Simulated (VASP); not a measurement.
Input of a VASP 6.6.1 run:

INCAR

```
SYSTEM = YTe
  PREC = Accurate
  ENCUT = 520
  EDIFF = 1E-6
  ISMEAR = -1
  SIGMA = 0.05
  LREAL = .False.
  LASPH = .True.
  NELM = 150
  ALGO = Normal
  ISIF = 2
  LWAVE = .False.
  LCHARG = .False.
  LMAXMIX = 4
  LDAU = .True.
  LDAUTYPE = 2
  LDAUL = 2 -1
  LDAUU = 6 0
  LDAUJ = 0 0
  LDAUPRINT = 1
  GGA = CA
  NBANDS = 16
```

The input KPOINTS:

```
regular mesh
0
Gamma
  9 9 9
  0 0 0
```

The input POSCAR:

```
YTe
1.0
    0.0000000000      3.0400000000      3.0400000000
    3.0400000000      0.0000000000      3.0400000000
    3.0400000000      3.0400000000      0.0000000000
Y Te
1 1
Direct
    0.4400000000      0.4400000000      0.5600000000
    0.0600000000      0.0600000000     -0.0600000000
```

Potentials or basis: VASP PAW LDA potentials, release 64 (Y_sv, Te).

Launch:

```sh
$ cat potpaw_LDA.64/Y_sv/POTCAR potpaw_LDA.64/Te/POTCAR > POTCAR
$ mpirun -np 1 vasp_std > vasp.out
```

Problem. What does it give for the band gap on the k mesh?

Solution. Zero (an odd number of electrons rules out a gap without spin polarisation).

Problem. Predict the pressure.

Solution. 26.8 GPa.

Problem. What does it give for the largest force?

Solution. 12.338 eV/Å.

Eigenvalues of the final occupation matrices:
| site | spin | trace | eigenvalues |
| --- | --- | --- | --- |
| site 1 d | 1 | 0.58 | 0.07 0.07 0.09 0.09 0.25 |
| site 1 d | 2 | 0.58 | 0.07 0.07 0.09 0.09 0.25 |

Caveat: the cell stands under pressure; spin-orbit coupling is left out, which moves the levels of the heavy elements; U without spin polarisation on a metal has little footing; the U is typed as a test and isn't derived for this compound; forces of over 1 eV/Å act on the atoms, so gaps and moduli don't describe the material at rest.
